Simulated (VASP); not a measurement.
BP2, 3 atoms in the cell. Symmetry: I4/mmm, No. 139, tetragonal system. Conventional cell: a = 3.786 Å, b = 3.786 Å, c = 5.201 Å, α = 90.00°, β = 90.00°, γ = 90.00°. Within 3.0 Å of B (site symmetry 4/mmm) lie 8 P at 2.30 Å. P (site symmetry -4m2) has 4 B at 2.30 Å and 6 P at 2.60 to 2.68 Å within 3.0 Å. 

| Property | Result |
| --- | --- |
| Program | VASP 6.6.1 |
| Task | single point |
| Functional | PBE |
| Potentials or basis | VASP PAW PBE potentials, release 64 (B, P) |
| Cutoff | 500 eV |
| k mesh | 6 × 6 × 6 |
| Occupations | gaussian, width 0.2 eV |
| Spin | no spin polarisation |
| Dipole correction | no |
| Further INCAR settings | ALGO = Normal; EDIFF = 1e-06; NBANDS = 14 |

Potentials or basis: VASP PAW PBE potentials, release 64 (B, P).

Launch:

```sh
$ cat potpaw_PBE.64/B/POTCAR potpaw_PBE.64/P/POTCAR > POTCAR
$ mpirun -np 1 vasp_std > vasp.out
```

Hardware: 1 thread of Intel Xeon 8259CL, with other jobs on the host.

Q: Estimate the wall time of this run.

A: Run time: 20 s on 1 thread of Intel Xeon 8259CL, on a shared host, peak memory 0.15 GiB. Counts: scf iterations 11, k points 30.
